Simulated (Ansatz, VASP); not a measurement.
## SiC in VASP and in Ansatz

```
Si C
1.0
     0.00000    2.01408    2.01408
     2.01408    0.00000    2.01408
     2.01408    2.01408    0.00000
Si C
1 1
Direct
  0.00000 0.00000 0.00000
  0.50000 0.50000 0.50000
```

Change from the starting cell: volume scaled by 1, PAW files.

Alike in both runs: task single point; functional r2SCAN; k mesh 17 × 17 × 17; occupations fermi-dirac, width 0.1 eV; no spin polarisation.

|  | VASP | Ansatz |
| --- | --- | --- |
| version | VASP 6.6.1 | Ansatz 0.2.0 |
| potentials or method | VASP PAW PBE potentials, release 64 (Si, C) | PAW with Ansatz's default frozen-core files, scalar-relativistic |
| plane-wave cutoff (eV) | 660 | 500 |
| valence electrons in the cell | 8 | 8 |

|  | VASP | Ansatz | Ansatz less VASP |
| --- | --- | --- | --- |
| pressure (GPa) | 0.0 | 0.0 | -0.01 |

VASP's potentials were made for PBE, not for r2SCAN.
